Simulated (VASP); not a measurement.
# PtS2: single point with PBE+D3(BJ)

Slab: PtS2, a slab with vacuum.

```xyz
3
Lattice="3.5415 0.0000 0.0000 -1.7708 3.0671 0.0000 0.0000 0.0000 30.8259" Properties=species:S:1:pos:R:3 pbc="T T T"
S     1.7708    1.0224   14.1712
S     0.0000    2.0447   16.6547
Pt    0.0000    0.0000   15.4129
```

```yaml
Program: VASP 6.6.1
Task: single point
Functional: PBE
Dispersion: D3(BJ)
Potentials_or_basis: VASP PAW PBE potentials, release 64 (S, Pt)
Cutoff: 520 eV
k_mesh: 9 × 9 × 1
Occupations: gaussian, width 0.02 eV
Spin: no spin polarisation
Dipole_correction: yes
Further_INCAR_settings: ALGO = Normal; EDIFF = 1e-06; NBANDS = 18
```

```json
{
  "Largest force": "0.039 eV/Å",
  "Band gap on the k mesh": "1.84 eV, indirect (least direct gap 1.92 eV)",
  "Dispersion energy per atom": "-0.276 eV"
}
```

Forces on the atoms (eV/Å):
```
S    0.000  0.000  0.039
S    0.000  0.000 -0.039
Pt   0.000  0.000  0.000
```

Levels at points of the mesh, in eV from the valence-band top:
```csv
k point,band 8,band 9,band 10,band 11,band 12,band 13,band 14,band 15
"(0.00, 0.00, 0.00)",-0.80,-0.67,-0.20,-0.20,3.27,3.27,5.46,5.82
```

Wall time 82 s on 1 thread of AMD EPYC 9R45 96-Core Processor (Zen 5), on a shared host, peak memory 0.43 GiB.

Caveat: spin-orbit coupling is left out, which moves the levels of the heavy elements.
